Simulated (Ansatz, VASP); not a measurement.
## One calculation of Te, two programs

```
CELL_PARAMETERS angstrom
3.70807 -2.29262 0.04699
3.70807 2.29262 0.04699
-1.94779 0.00000 9.52498
ATOMIC_POSITIONS crystal
Te 0.04659 0.54495 0.14244
Te 0.45505 0.95341 0.35756
Te 0.95341 0.45505 0.85756
Te 0.54495 0.04659 0.64244
```

Alike in both runs: functional PBE; k mesh 4 × 4 × 2; occupations gaussian, width 0.1 eV; no spin polarisation.

Ansatz relaxed the structure, and its values are those at the end. VASP's run is a single point on that final structure, the one shown.

```csv
,VASP,Ansatz
version,VASP 6.6.1,Ansatz 0.2.0
potentials or method,"VASP PAW PBE potentials, release 64 (Te), cutoff 500 eV","scalar-relativistic, plane waves, PAW"
valence electrons in the cell,24,64
```

Ansatz gave:

```
gap on the k mesh at the Fermi level (eV) : none
pressure (GPa)                            : 0.0
rms of the force components (eV/Å)        : 0.010
```

Q: Estimate VASP's values.

A: gap on the k mesh at the Fermi level (eV): none; pressure (GPa): -0.1; rms of the force components (eV/Å): 0.017.

A gap of «none» marks a metal or a gap that the smearing closes. VASP's potentials hold 24 valence electrons a cell and Ansatz's 64, so a difference there can come from the potentials and not from the codes.

The k mesh is coarse, so the values compare programs but aren't converged. Spin-orbit coupling is off throughout.
